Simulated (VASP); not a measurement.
Write the native input for VASP 6.6.1 that does the following.

* Task: single point
* Functional: PBE0
* Potentials or basis: VASP PAW PBE potentials, release 64 (C)
* Cutoff: 520 eV
* k mesh: 8 × 8 × 8
* Occupations: fermi-dirac, width 0.05 eV
* Spin: no spin polarisation
* Dipole correction: no
* Grid for exact exchange (PRECFOCK): Normal
* Further INCAR settings: ALGO = Normal; EDIFF = 1e-06; NBANDS = 11
* Share of exact exchange: 0.25

C:

```xyz
2
Lattice="0.0000 1.7470 1.7470 1.7470 0.0000 1.7470 1.7470 1.7470 0.0000" Properties=species:S:1:pos:R:3 pbc="T T T"
C     2.6204    2.6204    2.6204
C     1.7470    1.7470    1.7470
```

The input as run:

POSCAR

```
C
1.0
    0.0000000000      1.7469644787      1.7469644787
    1.7469644787      0.0000000000      1.7469644787
    1.7469644787      1.7469644787      0.0000000000
C
2
Direct
    0.7500000000      0.7500000000      0.7500000000
    0.5000000000      0.5000000000      0.5000000000
```

INCAR.step1

```
PREC     = Accurate       # precision mode
ENCUT    = 520            # plane-wave cutoff, eV
EDIFF    = 1E-5           # SCF threshold, eV
ISMEAR   = -1             # smearing method
SIGMA    = 0.05           # smearing width, eV
LREAL    = False          # projectors in reciprocal space
LASPH    = True           # aspherical terms in the spheres
NELM     = 100            # most SCF steps
ALGO     = Normal         # electronic algorithm
ISIF     = 2              # what is computed and relaxed
LWAVE    = True           # write WAVECAR
GGA      = PE             # functional
NBANDS   = 11             # bands
```

INCAR.step2

```
PREC     = Accurate       # precision mode
ENCUT    = 520            # plane-wave cutoff, eV
EDIFF    = 1E-6           # SCF threshold, eV
ISMEAR   = -1             # smearing method
SIGMA    = 0.05           # smearing width, eV
LREAL    = False          # projectors in reciprocal space
LASPH    = True           # aspherical terms in the spheres
NELM     = 100            # most SCF steps
ALGO     = Normal         # electronic algorithm
ISIF     = 2              # what is computed and relaxed
LWAVE    = False          # write WAVECAR
LCHARG   = True           # write CHGCAR
GGA      = PE             # functional
LHFCALC  = True           # exact exchange
AEXX     = 0.25           # exact-exchange fraction
PRECFOCK = Normal       
LELF     = True           # ELF
LVHAR    = True         
ISTART   = 1            
NBANDS   = 11             # bands
```

KPOINTS

```
Automatic mesh
0
Gamma
  8 8 8
```

Potentials or basis: VASP PAW PBE potentials, release 64 (C).

The run is started by

```console
$ cat potpaw_PBE.64/C/POTCAR > POTCAR
$ cp INCAR.step1 INCAR
$ mpirun -np 1 vasp_std > vasp.out
$ cp INCAR.step2 INCAR
$ mpirun -np 1 vasp_std > vasp.out
```

Results of the run:

```json
{"Pressure": "23.3 GPa", "Band gap on the k mesh": "6.20 eV (least direct gap 7.90 eV)"}
```

Caveat: the cell stands under pressure; the PAW data sets were made with another functional, which shifts forces and pressure a little.

Wall time 5.5 min on 1 thread of AMD EPYC 9R45 96-Core Processor (Zen 5), with other jobs on the host, peak memory 0.09 GiB.
